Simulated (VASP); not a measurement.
Here is a VASP 6.6.1 calculation.

The input INCAR:

```
PREC = Accurate ; ENCUT = 600
EDIFF = 1E-6 ; ISMEAR = 0
SIGMA = 0.1 ; LREAL = False
LASPH = True ; NELM = 60
ALGO = Normal ; ISIF = 3
LWAVE = False ; LCHARG = False
GGA = PE ; IBRION = 2
NSW = 80 ; EDIFFG = -0.025
```

File KPOINTS:

```
regular mesh
0
Gamma
  3 3 1
```

File POSCAR:

```
BaTe
1.0
    4.7656618997      0.0426638615     -0.0659987268
   -2.3458829570      4.2393743657     -0.0962772069
   -0.2342932855     -0.5299238602     17.3216608175
Ba Te
4 4
Direct
    0.6683562056      0.3656322991      0.3824471553
    0.6922801306      0.3672816453      0.8757451579
    0.2931181986      0.6289603390      0.1230190083
    0.2936534490      0.6490348787      0.6265173421
    0.0625502968     -0.0159932495     -0.0076800481
   -0.0084145700     -0.0285688761      0.5024513798
   -0.0248506166     -0.0237699980      0.2442739930
    0.0233069060      0.0574229616      0.7532260118
```

Potentials or basis: VASP PAW PBE potentials, release 64 (Ba_sv, Te).

Launch:

```bash
$ cat potpaw_PBE.64/Ba_sv/POTCAR potpaw_PBE.64/Te/POTCAR > POTCAR
$ mpirun -np 1 vasp_std > vasp.out
```

Q: What does it give for the space group after relaxing (to 0.1 Å)?

A: P6_3/mmc (No. 194).

Q: What does it give for the relaxed cell?

A: a = 4.880 Å, b = 4.881 Å, c = 17.281 Å, α = 90.04°, β = 89.99°, γ = 120.04°.

Q: Estimate the relaxed volume.

A: 44.54 Å³/atom.

Q: Predict the band gap on the k mesh.

A: 1.47 eV (least direct gap 1.74 eV).

Forces in eV/Å, atoms in the order of the input:
```
Ba   0.002  0.002  0.001
Ba   0.000 -0.005 -0.006
Ba  -0.002  0.006  0.015
Ba  -0.004 -0.006 -0.009
Te   0.007  0.005  0.001
Te   0.017  0.007 -0.001
Te  -0.008 -0.007 -0.003
Te  -0.011 -0.002  0.001
```

Caveat: the k points lie up to 0.50 Å⁻¹ apart in the final cell; spin-orbit coupling is left out, which moves the levels of the heavy elements. A k mesh can miss the band edges.
